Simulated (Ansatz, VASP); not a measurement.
BaTiO3: VASP beside Ansatz

```
Ba Ti O
1.0
     4.00822    0.00000    0.00000
     0.00000    2.87328    2.88592
     0.00000   -2.87328    2.88592
Ba Ti O
1 1 3
Cartesian
  0.0000 0.0000 0.0466
  2.0041 0.0000 2.9997
  0.0000 0.0000 2.8376
  2.0041 -1.4056 4.2619
  2.0041 1.4056 4.2619
```

Alike in both runs: task single point; functional PBE; k mesh 6 × 6 × 6; occupations gaussian, width 0.05 eV; no spin polarisation; Hubbard terms Ti d U = 4.0 eV.

|  | VASP | Ansatz |
| --- | --- | --- |
| version | VASP 6.6.1 | Ansatz 0.2.0 |
| potentials or method | VASP PAW PBE potentials, release 64 (Ba_sv, Ti_sv, O), cutoff 520 eV | scalar-relativistic, plane waves, PAW |
| valence electrons in the cell | 40 | 40 |

```tsv
	VASP	Ansatz	Ansatz less VASP
gap on the k mesh at the Fermi level (eV)	2.49	2.52	+0.023
least direct gap on the mesh (eV)	2.92	2.93	+0.011
pressure (GPa)	3.5	0.0	-3.48
traceless stress, the component that is largest in VASP (GPa)	0.29	-0.01	-0.299
rms of the force components (eV/Å)	0.220	0.002	-0.2175
```

The programs project onto different local orbitals, so the same U acts differently, and such runs can settle in different states. Atom by atom the forces differ by 0.221 eV/Å (rms over components).

Neither program's run includes spin-orbit coupling.
